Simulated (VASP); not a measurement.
The system is Ti.

```
Ti
1.0
     2.95000    0.00000    0.00000
    -1.47500    2.55477    0.00000
     0.00000    0.00000    4.68600
Ti
2
Direct
  0.33333 0.66667 0.25000
  0.66667 0.33333 0.75000
```

* Program: VASP 6.6.1
* Task: relaxation of cell and atoms
* Functional: PBE
* Dispersion: D3(BJ)
* Potentials or basis: VASP PAW PBE potentials, release 64 (Ti_sv)
* Cutoff: 600 eV
* k mesh: 18 × 18 × 10
* Occupations: gaussian, width 0.1 eV
* Spin: no spin polarisation

At the start: pressure -7.5 GPa; volume 17.66 Å³/atom.

**Question.** Where does the relaxation end?

**Answer.** Over 10 steps the energy falls by 29.9 meV/atom and the volume is 16.45 Å³/atom (-6.8 %); space group P6_3/mmc (No. 194, to 0.1 Å) before and after.

Step by step:
```csv
step,energy change (eV),largest force (eV/Å),pressure (GPa),volume (Å³)
1,0.0000,0.0000,-7.51,35.32
2,-0.0261,0.0000,6.77,31.25
3,-0.0599,0.0000,-0.02,32.92
4,-0.0599,0.0000,0.11,32.87
5,-0.0599,0.0000,-0.05,32.92
6,-0.0599,0.0000,-0.08,32.91
7,-0.0599,0.0000,0.03,32.89
8,-0.0599,0.0000,0.02,32.90
9,-0.0599,0.0000,0.03,32.90
10,-0.0599,0.0000,0.02,32.91
```

Final structure:
```
CELL_PARAMETERS angstrom
2.88326 0.00000 0.00000
-1.44163 2.49698 0.00000
0.00000 0.00000 4.57069
ATOMIC_POSITIONS crystal
Ti 0.33333 0.66667 0.25000
Ti 0.66667 0.33333 0.75000
```
